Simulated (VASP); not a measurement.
Mg: single point with PBE+D4

The system is Mg.

```
CELL_PARAMETERS angstrom
3.20930 0.00000 0.00000
-1.60465 2.77934 0.00000
0.00000 0.00000 5.21030
ATOMIC_POSITIONS crystal
Mg 0.66667 0.33333 0.75000
Mg 0.33333 0.66667 0.25000
```

```
Program             : VASP 6.6.1
Task                : single point
Functional          : PBE
Dispersion          : D4
Potentials or basis : VASP PAW PBE potentials, release 64 (Mg)
Cutoff              : 520 eV
k mesh              : 10 × 10 × 5
Occupations         : fermi-dirac, width 0.05 eV
Spin                : no spin polarisation
```

```json
{
 "Pressure": "6.7 GPa",
 "Band gap on the k mesh": "zero (band 2 reaches 3.23 eV, above the bottom of band 3 at 1.33 eV)",
 "Dispersion energy per atom": "-0.160 eV"
}
```

Stress tensor (GPa, compression positive):
```
6.41 0.00 0.00
0.00 6.41 0.00
0.00 0.00 7.40
```

Levels at points of the mesh, in eV from the Fermi level:
| k point | band 1 | band 2 | band 3 | band 4 | band 5 |
| --- | --- | --- | --- | --- | --- |
| (0.00, 0.00, 0.00) | -6.91 | -1.69 | -1.27 | 10.84 | 10.84 |
| (0.50, 0.00, 0.00) | -2.15 | -2.15 | 2.62 | 2.99 | 3.22 |

It took 11 s on 1 thread of Intel(R) Xeon(R) Platinum 8488C (Sapphire Rapids), with other jobs on the host, peak memory 0.16 GiB.

Caveat: pairwise dispersion overbinds metals, which lowers pressure and volume.
